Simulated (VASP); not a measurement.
Here is a VASP 6.6.1 calculation.

The input INCAR:

```
PREC = Accurate
ENCUT = 520
EDIFF = 1E-6
ISMEAR = 0
SIGMA = 0.1
LREAL = F
LASPH = T
NELM = 100
ALGO = Normal
ISIF = 2
LWAVE = F
LCHARG = F
GGA = PE
NBANDS = 26
```

File KPOINTS:

```
Automatic mesh
0
Gamma
  20 20 20
```

Contents of POSCAR:

```
NbP
1.0
   -1.6735680790      1.6735680790      5.7135155957
    1.6735680790     -1.6735680790      5.7135155957
    1.6735680790      1.6735680790     -5.7135155957
Nb P
2 2
Direct
    0.7500390528      0.7500390528      0.0000000000
    0.5000390528      1.0000390528      0.5000000000
    0.3325895022      0.3325895022      0.0000000000
    0.0825895022      0.5825895022      0.5000000000
```

Potentials or basis: VASP PAW PBE potentials, release 64 (Nb_sv, P).

Command:

```console
$ cat potpaw_PBE.64/Nb_sv/POTCAR potpaw_PBE.64/P/POTCAR > POTCAR
$ mpirun -np 1 vasp_std > vasp.out
```

Problem. What does it give for the band gap on the k mesh?

Solution. Zero (band 18 reaches 10.75 eV, above the bottom of band 19 at 10.60 eV).

Problem. What does it give for the pressure?

Solution. -0.4 GPa.

Forces on the atoms (eV/Å):
```
Nb   0.000  0.000 -0.002
Nb   0.000  0.000 -0.002
P    0.000  0.000  0.002
P    0.000  0.000  0.002
```
